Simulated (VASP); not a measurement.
# NdMo (R-3m) in VASP: further runs

The runs below take NdMo through single point, relaxation of cell and atoms, with PBE.

All numbers are computed with VASP 6.6.1; they aren't measurements. Logs are shortened: lines on timing, memory, paths and dates and some standing lists are left out, and cuts for length are marked.

**1. The cell of the first run**

It takes space group R-3m (No. 166, trigonal). The conventional cell has a = 4.233 Å, b = 4.233 Å, c = 18.116 Å, α = 90.00°, β = 90.00°, γ = 120.00°. Nd (site symmetry 3m) has 7 Mo at 2.95 to 3.85 Å and 4 Nd at 3.29 to 3.84 Å within 3.9 Å. Within 3.3 Å of Mo (site symmetry 3m) lie 3 Mo at 2.50 Å and 6 Nd at 2.95 to 3.28 Å.

**2. Single point, PBE (23.43 Å³/atom)**

INCAR

```
SYSTEM = NdMo
PREC = Accurate
ENCUT = 500
EDIFF = 1E-6
ISMEAR = 0
SIGMA = 0.1
LREAL = .False.
LASPH = .True.
NELM = 200
ALGO = Normal
ISIF = 2
LWAVE = .False.
LCHARG = .False.
GGA = PE
NBANDS = 33
GGA_COMPAT = .False.
LMAXMIX = 6
```

KPOINTS

```
regular mesh
0
Gamma
  12 12 12
  0 0 0
```

POSCAR

```
NdMo
1.0
    2.1165007748      1.2219622921      6.0387557809
   -2.1165007748      1.2219622921      6.0387557809
    0.0000000000     -2.4439245841      6.0387557809
Nd Mo
2 2
Direct
    0.1059807363      0.1059807363      0.1059807363
    0.8940192637      0.8940192637      0.8940192637
    0.6815909336      0.6815909336      0.6815909336
    0.3184090664      0.3184090664      0.3184090664
```

Potentials or basis: VASP PAW PBE potentials, release 64 (Nd_3, Mo_sv), 4f in core.

Run with:

```console
$ cat potpaw_PBE.64/Nd_3/POTCAR potpaw_PBE.64/Mo_sv/POTCAR > POTCAR
$ mpirun -np 1 vasp_std > vasp.out
```

OUTCAR:

```text
SYSTEM = NdMo
   PREC = Accurate
   ENCUT = 500
   EDIFF = 1E-6
   ISMEAR = 0
   LREAL = .False.
   LASPH = .True.
   NELM = 200
   ISIF = 2
   GGA = PE

 ion  position               nearest neighbor table
   1  0.106  0.106  0.106-   3 2.95   3 2.95   3 2.95   4 3.28   4 3.28   4 3.28   2 3.29   2 3.29
                             2 3.29
   2  0.894  0.894  0.894-   4 2.95   4 2.95   4 2.95   3 3.28   3 3.28   3 3.28   1 3.29   1 3.29
                             1 3.29
   3  0.682  0.682  0.682-   4 2.50   4 2.50   4 2.50   1 2.95   1 2.95   1 2.95   2 3.28   2 3.28
                             2 3.28
   4  0.318  0.318  0.318-   3 2.50   3 2.50   3 2.50   2 2.95   2 2.95   2 2.95   1 3.28   1 3.28
                             1 3.28

  LATTYP: Found a trigonal (rhomboedric) cell.
 ALAT       =     6.5145482387
 COS(alpha) =     0.7888951307

  Lattice vectors:

 A1 = (   2.1165007748,   1.2219622921,   6.0387557809)
 A2 = (  -2.1165007748,   1.2219622921,   6.0387557809)
 A3 = (   0.0000000000,  -2.4439245841,   6.0387557809)

Analysis of symmetry for initial positions (statically):
=====================================================================
 Subroutine PRICEL returns:
 Original cell was already a primitive cell.

 Routine SETGRP: Setting up the symmetry group for a
 trigonal (rhombohedral) supercell.

 Subroutine GETGRP returns: Found 12 space group operations
 (whereof 12 operations were pure point group operations)
 out of a pool of 12 trial point group operations.

The static configuration has the point symmetry D_3d.

Analysis of symmetry for dynamics (positions and initial velocities):
=====================================================================
 Subroutine PRICEL returns:
 Original cell was already a primitive cell.

 Routine SETGRP: Setting up the symmetry group for a
 trigonal (rhombohedral) supercell.

 Subroutine GETGRP returns: Found 12 space group operations
 (whereof 12 operations were pure point group operations)
 out of a pool of 12 trial point group operations.

The dynamic configuration has the point symmetry D_3d.

 Subroutine INISYM returns: Found 12 space group operations
 (whereof 12 operations are pure point group operations),
 and found     1 'primitive' translations

----------------------------------------------------------------------------------------

[... 95 lines left out ...]
   NELM   =    200;   NELMIN=  2; NELMDL= -5     # of ELM steps
   EDIFF  = 0.1E-05   stopping-criterion for ELM
   LREAL  =      F    real-space projection
   EDIFFG = 0.1E-04   stopping-criterion for IOM
   NSW    =      0    number of steps for IOM
   IBRION =     -1    ionic relax: 0-MD 1-quasi-New 2-CG
   NFREE  =      0    steps in history (QN), initial steepest desc. (CG)
   ISIF   =      2    stress and relaxation
   ISYM   =      2    0-nonsym 1-usesym 2-fastsym
   POTIM  = 0.5000    time-step for ionic-motion
   TEBEG  =    0.0;   TEEND  =   0.0 temperature during run
   PSTRESS=    0.0 pullay stress
   NELECT =      50.0000    total number of electrons
   NUPDOWN=      -1.0000    fix difference up-down
   EMIN   =  10.00;   EMAX   =-10.00  energy-range for DOS
   EFERMI =   0.00;   METHOD = LEGACY
   ISMEAR =     0;   SIGMA  =   0.10  broadening in eV -4-tet -1-fermi 0-gaus
   EFERMI_NEDOS =   21; number of points for ismear=-14 and -15
   IALGO  =     38    algorithm
   IMIX   =      4    mixing-type and parameters
     AMIX     =   0.40;   BMIX     =  1.00
     AMIX_MAG =   1.60;   BMIX_MAG =  1.00
  volume/ion in A,a.u.               =      23.43       158.09
  Fermi-wavevector in a.u.,A,eV,Ry     =   1.327822  2.509220 23.988584  1.763111
  Thomas-Fermi vector in A             =   2.457106
   LORBIT       =      0    0 simple, 1 ext, 2 COOP (PROOUT), +10 PAW based schemes
   GGA     = PE    functional components
   LHFCALC =     F    Hartree Fock is set to
   AEXX    =    0.0000 exact exchange contribution
   IVDW    =     0    specifies the selected vdW correction
   LEPSILON=     F    determine dielectric tensor
   LRPA    =     F    only Hartree local field effects (RPA)
 non-spin polarized calculation
 Gauss-broadening in eV      SIGMA  =   0.10
  energy-cutoff  :      500.00
  volume of cell :       93.71
 maximum number of plane-waves:      2410
   NGX = 23   NGY = 23   NGZ = 23

 number of electron      50.0000000 magnetization

 Free energy of the ion-electron system (eV)
  ---------------------------------------------------
  ext. energy  EPLUGINS =         0.00000000
  ---------------------------------------------------
  free energy    TOTEN  =       -29.70365412 eV

  energy without entropy =      -29.68881053  energy(sigma->0) =      -29.69623232

 E-fermi :   6.4708     XC(G=0): -11.1640

 val. band max:        6.4529899245   @ k =  -0.4167   0.5000   0.1667
 cond. band min:       6.4716754195   @ k =   0.4167   0.4167   0.0833
 fundamental gap:      0.0186854950
 Fermi energy:         6.4707552138

 k-point     1 :       0.0000    0.0000    0.0000
  band No.  band energies     occupation
      1     -53.8926      2.00000
      2     -53.4572      2.00000
      3     -30.9327      2.00000
      4     -30.7157      2.00000
      5     -28.4834      2.00000
      6     -28.4834      2.00000
[... 853 lines left out ...]
     32       9.4755      0.00000
     33      10.3136      0.00000

 [... further k-points ...]

------------------------ aborting loop because EDIFF is reached ----------------------------------------

  FORCE on cell =-STRESS in cart. coord.  units (eV):
  Direction    XX          YY          ZZ          XY          YZ          ZX
  --------------------------------------------------------------------------------------
  -------------------------------------------------------------------------------------
  Total        4.9652760      4.9652760      4.8987133      0.0000000      0.0000000      0.0000000
  in kB       84.8943970     84.8943970     83.7563325      0.0000000      0.0000000      0.0000000
  external PRESSURE =      84.5150422 kB  Pullay stress =       0.0000000 kB

 VOLUME and BASIS-vectors are now :
 -----------------------------------------------------------------------------
  energy-cutoff  :      500.00
  volume of cell :       93.71
      direct lattice vectors                 reciprocal lattice vectors
     2.116500775  1.221962292  6.038755781     0.236238987  0.136392643  0.055199009
    -2.116500775  1.221962292  6.038755781    -0.236238987  0.136392643  0.055199009
     0.000000000 -2.443924584  6.038755781     0.000000000 -0.272785286  0.055199009

 POSITION                                       TOTAL-FORCE (eV/Angst)
 -----------------------------------------------------------------------------------
      0.00000      0.00000      1.91998         0.000000      0.000000      0.024425
      0.00000      0.00000     16.19629         0.000000     -0.000000     -0.024425
      0.00000      0.00000     12.34788         0.000000      0.000000      0.032453
      0.00000      0.00000      5.76838         0.000000     -0.000000     -0.032453
 -----------------------------------------------------------------------------------
    total drift:                               -0.000000      0.000000     -0.000000

  FREE ENERGIE OF THE ION-ELECTRON SYSTEM (eV)
  ---------------------------------------------------
  free  energy   TOTEN  =       -29.7036541229 eV

  energy  without entropy=      -29.6888105256  energy(sigma->0) =      -29.69623232
```

stdout:

```text
POSCAR found type information on POSCAR NdMo
 POSCAR found :  2 types and       4 ions
 scaLAPACK will be used
 LDA part: xc-table for (Slater+PW92), standard interpolation
 POSCAR, INCAR and KPOINTS ok, starting setup
 FFT: planning ... GRIDC
 FFT: planning ... GRID_SOFT
 FFT: planning ... GRID
 WAVECAR not read
 entering main loop
```

It took 8.3 min on 1 thread of Intel Xeon 6975P-C (Granite Rapids), shared host; peak memory 0.65 GiB.

Results:

```
Free energy            : -29.7037 eV
Pressure               : 8.5 GPa
Largest force          : 0.032 eV/Å
Band gap on the k mesh : zero (bands 25 and 26 overlap by 1.19 eV)
```

Forces in eV/Å, atoms in the order of the input:
```
Nd   0.000  0.000  0.024
Nd   0.000  0.000 -0.024
Mo   0.000  0.000  0.032
Mo   0.000  0.000 -0.032
```

Stress tensor (GPa, compression positive):
```
8.49 0.00 0.00
0.00 8.49 0.00
0.00 0.00 8.38
```

Levels at points of the mesh, in eV from the Fermi level:
```csv
k point,band 22,band 23,band 24,band 25,band 26,band 27,band 28,band 29
"(0.00, 0.00, 0.00)",-1.32,-1.32,-1.18,-1.18,0.13,0.93,0.93,2.00
"(0.50, 0.00, 0.00)",-1.76,-1.34,-1.01,0.40,1.17,1.57,1.58,1.89
"(0.50, 0.50, 0.00)",-1.79,-1.41,-0.69,0.49,0.51,1.13,1.89,1.91
"(0.50, 0.50, 0.50)",-1.17,-1.17,-0.64,-0.64,0.06,0.06,0.45,2.52
```

Caveat: the cell stands under pressure; spin-orbit coupling is left out, which moves the levels of the heavy elements; the 4f electrons are frozen in the core, so they carry no moment and show no levels. Spin polarisation is off, so any magnetic state and its effect on volume and gap are missing.

**3. Single point, PBE**

This run uses another cell than the first one, of 26.57 Å³/atom.

INCAR

```
PREC = Accurate
ENCUT = 500
EDIFF = 1E-6
ISMEAR = 0
SIGMA = 0.1
LREAL = F
LASPH = T
NELM = 200
ALGO = Normal
ISIF = 2
LWAVE = F
LCHARG = T
GGA = PE
LELF = T
LVHAR = T
NBANDS = 33
GGA_COMPAT = F
LMAXMIX = 6
```

KPOINTS

```
Automatic mesh
0
Gamma
  6 6 6
```

POSCAR

```
NdMo
1.0
    2.1554609029      1.2444559325      6.6025127397
   -2.1554609029      1.2444559325      6.6025127397
    0.0000000000     -2.4889118650      6.6025127397
Nd Mo
2 2
Direct
    0.0997551376      0.0997551376      0.0997551376
    0.9002448624      0.9002448624      0.9002448624
    0.6801619755      0.6801619755      0.6801619755
    0.3198380245      0.3198380245      0.3198380245
```

Potentials or basis: VASP PAW PBE potentials, release 64 (Nd_3, Mo_sv), 4f in core.

Run with:

```console
$ cat potpaw_PBE.64/Nd_3/POTCAR potpaw_PBE.64/Mo_sv/POTCAR > POTCAR
$ mpirun -np 1 vasp_std > vasp.out
```

It took 3.1 min on 1 thread of Intel Xeon 6975P-C (Granite Rapids), shared host; peak memory 0.41 GiB.

It converged, with:

| Property | Result |
| --- | --- |
| Free energy | -30.0129 eV |
| Pressure | 0.5 GPa |
| Largest force | 0.127 eV/Å |
| Band gap on the k mesh | zero (bands 25 and 26 overlap by 0.83 eV) |

Forces in eV/Å, atoms in the order of the input:
```
Nd   0.000  0.000  0.027
Nd   0.000  0.000 -0.027
Mo   0.000  0.000  0.127
Mo   0.000  0.000 -0.127
```

Levels at points of the mesh, in eV from the Fermi level:
```tsv
k point	band 21	band 22	band 23	band 24	band 25	band 26	band 27	band 28	band 29	band 30
(0.00, 0.00, 0.00)	-1.40	-1.19	-1.19	-0.97	-0.97	0.22	0.95	0.95	1.71	1.99
(0.50, 0.00, 0.00)	-1.79	-1.77	-1.31	-0.72	0.18	1.14	1.25	1.48	1.58	2.36
(0.50, 0.50, 0.00)	-1.70	-1.68	-1.43	-0.74	0.35	0.67	0.85	1.69	1.73	1.85
(0.50, 0.50, 0.50)	-2.62	-1.09	-1.09	-0.73	-0.73	0.37	0.37	0.43	2.59	2.66
```

Caveat: spin-orbit coupling is left out, which moves the levels of the heavy elements; the 4f electrons are frozen in the core, so they carry no moment and show no levels. Spin polarisation is off, so any magnetic state and its effect on volume and gap are missing.

(Continued in part 2 of 2.)

The gap in the log of VASP goes by the Fermi energy; the results here count the filled bands.